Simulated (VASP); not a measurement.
Here is a VASP 6.6.1 calculation.

INCAR

```
PREC = Accurate
ENCUT = 520
EDIFF = 1E-6
ISMEAR = 0
SIGMA = 0.1
LREAL = F
LASPH = T
NELM = 100
ALGO = Fast
ISIF = 2
LWAVE = F
LCHARG = T
GGA = PE
LELF = T
LVHAR = T
NBANDS = 14
```

The input KPOINTS:

```
Automatic mesh
0
Gamma
  15 15 4
```

Contents of POSCAR:

```
Li
1.0
    3.0280741540      0.0000000000      0.0000000000
   -1.5140370770      2.6223891419      0.0000000000
    0.0000000000      0.0000000000      9.8884717279
Li
4
Direct
    0.0000000000      0.0000000000      0.0000000000
    0.3333333300      0.6666666700      0.2500000000
    0.0000000000      0.0000000000      0.5000000000
    0.6666666700      0.3333333300      0.7500000000
```

Potentials or basis: VASP PAW PBE potentials, release 64 (Li_sv).

Command:

```console
$ cat potpaw_PBE.64/Li_sv/POTCAR > POTCAR
$ mpirun -np 1 vasp_std > vasp.out
```

**Question.** What does it give for the band gap on the k mesh?

**Answer.** Zero (band 6 reaches 2.31 eV, above the bottom of band 7 at -1.76 eV).

Caveat: the cell differs from its parent crystal (strained).
